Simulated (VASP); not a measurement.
# Cd2Te3 (Pm-3m) in VASP: notebook, part 2 of 2

VASP 6.6.1. Earlier steps stand in the parts before.

**3. Relaxation of cell and atoms, PBE**

This run uses another cell than the first one, of 35.73 Å³/atom, 1.045 times its volume.

INCAR

```
SYSTEM = Cd2Te3
PREC     = Accurate       ! precision mode
ENCUT    = 600            ! plane-wave cutoff, eV
EDIFF    = 1E-6           ! SCF threshold, eV
ISMEAR   = 0              ! smearing method
SIGMA    = 0.1            ! smearing width, eV
LREAL    = .FALSE.        ! projectors in reciprocal space
LASPH    = .TRUE.         ! aspherical terms in the spheres
NELM     = 100            ! most SCF steps
ALGO     = Normal         ! electronic algorithm
ISIF     = 3              ! what is computed and relaxed
LWAVE    = .FALSE.        ! write WAVECAR
LCHARG   = .FALSE.        ! write CHGCAR
GGA      = PE             ! functional
IBRION   = 2              ! ionic algorithm
NSW      = 100            ! ionic steps
EDIFFG   = -0.01          ! ionic threshold
```

KPOINTS

```
regular mesh
0
G
  8 8 8
  0 0 0
```

POSCAR

```
Cd2Te3
1.0
    5.6320384238      0.0000000000      0.0000000000
    0.0000000000      5.6320384238      0.0000000000
    0.0000000000      0.0000000000      5.6320384238
Cd Te
2 3
Direct
    0.5000000000      0.5000000000      0.5000000000
    0.0000000000      0.0000000000      0.0000000000
    0.5000000000      0.0000000000      0.0000000000
    0.0000000000      0.5000000000      0.0000000000
    0.0000000000      0.0000000000      0.5000000000
```

Potentials or basis: VASP PAW PBE potentials, release 64 (Cd, Te).

On the command line:

```console
> cat potpaw_PBE.64/Cd/POTCAR potpaw_PBE.64/Te/POTCAR > POTCAR
> mpirun -np 1 vasp_std > vasp.out
```

OUTCAR:

```text
SYSTEM = Cd2Te3
   PREC = Accurate
   ENCUT = 600
   EDIFF = 1E-6
   ISMEAR = 0
   LREAL = .FALSE.
   LASPH = .TRUE.
   NELM = 100
   ISIF = 3
   GGA = PE
   IBRION = 2
   NSW = 100
   EDIFFG = -0.01

 ion  position               nearest neighbor table
   1  0.500  0.500  0.500-
   2  0.000  0.000  0.000-   3 2.82   4 2.82   5 2.82   5 2.82   4 2.82   3 2.82
   3  0.500  0.000  0.000-   2 2.82   2 2.82
   4  0.000  0.500  0.000-   2 2.82   2 2.82
   5  0.000  0.000  0.500-   2 2.82   2 2.82

  LATTYP: Found a simple cubic cell.
 ALAT       =     5.6320384238

  Lattice vectors:

 A1 = (   5.6320384238,   0.0000000000,   0.0000000000)
 A2 = (   0.0000000000,   5.6320384238,   0.0000000000)
 A3 = (   0.0000000000,   0.0000000000,   5.6320384238)

Analysis of symmetry for initial positions (statically):
=====================================================================
 Subroutine PRICEL returns:
 Original cell was already a primitive cell.

 Routine SETGRP: Setting up the symmetry group for a
 simple cubic supercell.

 Subroutine GETGRP returns: Found 48 space group operations
 (whereof 48 operations were pure point group operations)
 out of a pool of 48 trial point group operations.

The static configuration has the point symmetry O_h .

Analysis of symmetry for dynamics (positions and initial velocities):
=====================================================================
 Subroutine PRICEL returns:
 Original cell was already a primitive cell.

 Routine SETGRP: Setting up the symmetry group for a
 simple cubic supercell.

 Subroutine GETGRP returns: Found 48 space group operations
 (whereof 48 operations were pure point group operations)
 out of a pool of 48 trial point group operations.

The dynamic configuration has the point symmetry O_h .

 Subroutine INISYM returns: Found 48 space group operations
 (whereof 48 operations are pure point group operations),
 and found     1 'primitive' translations

----------------------------------------------------------------------------------------

                                     Primitive cell

  volume of cell :     178.6475

  direct lattice vectors                    reciprocal lattice vectors
     5.632038424  0.000000000  0.000000000     0.177555607  0.000000000  0.000000000
     0.000000000  5.632038424  0.000000000     0.000000000  0.177555607  0.000000000
     0.000000000  0.000000000  5.632038424     0.000000000  0.000000000  0.177555607

  length of vectors
     5.632038424  5.632038424  5.632038424     0.177555607  0.177555607  0.177555607

  position of ions in fractional coordinates (direct lattice)
     0.500000000  0.500000000  0.500000000
[... 117 lines left out ...]
 Gauss-broadening in eV      SIGMA  =   0.10
  energy-cutoff  :      600.00
  volume of cell :      178.65
 maximum number of plane-waves:      6031
 NGX is ok and might be reduce to    48
   NGX = 23   NGY = 23   NGZ = 23

--------------------------------------- Ionic step        1  -------------------------------------------

 number of electron      42.0000005 magnetization

 Free energy of the ion-electron system (eV)
  ---------------------------------------------------
  ext. energy  EPLUGINS =         0.00000000
  ---------------------------------------------------
  free energy    TOTEN  =        -8.51568749 eV

  energy without entropy =       -8.48303539  energy(sigma->0) =       -8.49936144

------------------------ aborting loop because EDIFF is reached ----------------------------------------

  FORCE on cell =-STRESS in cart. coord.  units (eV):
  Direction    XX          YY          ZZ          XY          YZ          ZX
  --------------------------------------------------------------------------------------
  -------------------------------------------------------------------------------------
  Total        0.1398117      0.1398117      0.1398117      0.0000000      0.0000000     -0.0000000
  in kB        1.2538838      1.2538838      1.2538838      0.0000000      0.0000000     -0.0000000
  external PRESSURE =       1.2538838 kB  Pullay stress =       0.0000000 kB

 VOLUME and BASIS-vectors are now :
 -----------------------------------------------------------------------------
  energy-cutoff  :      600.00
  volume of cell :      178.65
      direct lattice vectors                 reciprocal lattice vectors
     5.632038424  0.000000000  0.000000000     0.177555607  0.000000000  0.000000000
     0.000000000  5.632038424  0.000000000     0.000000000  0.177555607  0.000000000
     0.000000000  0.000000000  5.632038424     0.000000000  0.000000000  0.177555607

 POSITION                                       TOTAL-FORCE (eV/Angst)
 -----------------------------------------------------------------------------------
      2.81602      2.81602      2.81602         0.000000      0.000000      0.000000
      0.00000      0.00000      0.00000         0.000000      0.000000      0.000000
      2.81602      0.00000      0.00000         0.000000      0.000000      0.000000
      0.00000      2.81602      0.00000         0.000000      0.000000      0.000000
      0.00000      0.00000      2.81602         0.000000      0.000000      0.000000
 -----------------------------------------------------------------------------------
    total drift:                                0.000000     -0.000000      0.000000

  FREE ENERGIE OF THE ION-ELECTRON SYSTEM (eV)
  ---------------------------------------------------
  free  energy   TOTEN  =        -8.5156874927 eV

  energy  without entropy=       -8.4830353914  energy(sigma->0) =       -8.49936144

--------------------------------------- Ionic step        2  -------------------------------------------

 number of electron      42.0000005 magnetization

 Free energy of the ion-electron system (eV)
  ---------------------------------------------------
  ext. energy  EPLUGINS =         0.00000000
  ---------------------------------------------------
  free energy    TOTEN  =        -8.51598956 eV

  energy without entropy =       -8.48304360  energy(sigma->0) =       -8.49951658

 E-fermi :   2.5003     XC(G=0):  -8.6935

 val. band max:        2.4980075928   @ k =   0.5000   0.3750   0.1250
 cond. band min:       2.5460656568   @ k =   0.5000   0.3750   0.2500
 fundamental gap:      0.0480580640
 Fermi energy:         2.5003469347

 k-point     1 :       0.0000    0.0000    0.0000
  band No.  band energies     occupation
      1      -8.9445      2.00000
      2      -8.0327      2.00000
      3      -8.0327      2.00000
      4      -6.0389      2.00000
      5      -6.0389      2.00000
      6      -6.0389      2.00000
[... 661 lines left out ...]
     24       6.0881      0.00000
     25       6.2338      0.00000

 [... further k-points ...]

------------------------ aborting loop because EDIFF is reached ----------------------------------------

  FORCE on cell =-STRESS in cart. coord.  units (eV):
  Direction    XX          YY          ZZ          XY          YZ          ZX
  --------------------------------------------------------------------------------------
  -------------------------------------------------------------------------------------
  Total        0.0230730      0.0230730      0.0230730     -0.0000000      0.0000000     -0.0000000
  in kB        0.2060923      0.2060923      0.2060923     -0.0000000      0.0000000     -0.0000000
  external PRESSURE =       0.2060923 kB  Pullay stress =       0.0000000 kB

 VOLUME and BASIS-vectors are now :
 -----------------------------------------------------------------------------
  energy-cutoff  :      600.00
  volume of cell :      179.37
      direct lattice vectors                 reciprocal lattice vectors
     5.639635917  0.000000000 -0.000000000     0.177316411 -0.000000000 -0.000000000
     0.000000000  5.639635917 -0.000000000    -0.000000000  0.177316411 -0.000000000
     0.000000000  0.000000000  5.639635917     0.000000000  0.000000000  0.177316411

 POSITION                                       TOTAL-FORCE (eV/Angst)
 -----------------------------------------------------------------------------------
      2.81982      2.81982      2.81982        -0.000000      0.000000      0.000000
      0.00000      0.00000      0.00000         0.000000     -0.000000      0.000000
      2.81982      0.00000     -0.00000         0.000000     -0.000000      0.000000
      0.00000      2.81982     -0.00000        -0.000000     -0.000000      0.000000
      0.00000      0.00000      2.81982         0.000000     -0.000000      0.000000
 -----------------------------------------------------------------------------------
    total drift:                                0.000000     -0.000000      0.000000

  FREE ENERGIE OF THE ION-ELECTRON SYSTEM (eV)
  ---------------------------------------------------
  free  energy   TOTEN  =        -8.5159895614 eV

  energy  without entropy=       -8.4830436002  energy(sigma->0) =       -8.49951658

 reached required accuracy - stopping structural energy minimisation
```

It took 2.4 min on 1 thread of AMD EPYC 9R45 (Zen 5), shared host; peak memory 0.42 GiB.

What came out:

```
Free energy                            : -8.5160 eV
Relaxed volume                         : 35.87 Å³/atom
Relaxed cell                           : a = 5.640 Å, b = 5.640 Å, c = 5.640 Å, α = 90.00°, β = 90.00°, γ = 90.00°
Space group after relaxing (to 0.05 Å) : Pm-3m (No. 221)
Energy gained by relaxing              : 0.1 meV/atom
Ionic steps                            : 2
Pressure after relaxing                : 0.0 GPa
Band gap on the k mesh                 : zero (band 21 reaches 3.27 eV, above the bottom of band 22 at 2.18 eV)
```

The path:
```
step  energy change (eV)  largest force (eV/Å)  pressure (GPa)  volume (Å³)
   1              0.0000                0.0000            0.13       178.65
   2             -0.0003                0.0000            0.02       179.37
```

Final structure:
```
CELL_PARAMETERS angstrom
5.63964 0.00000 0.00000
0.00000 5.63964 0.00000
0.00000 0.00000 5.63964
ATOMIC_POSITIONS crystal
Cd 0.50000 0.50000 0.50000
Cd 0.00000 0.00000 0.00000
Te 0.50000 0.00000 0.00000
Te 0.00000 0.50000 0.00000
Te 0.00000 0.00000 0.50000
```

Caveat: spin-orbit coupling is left out, which moves the levels of the heavy elements.
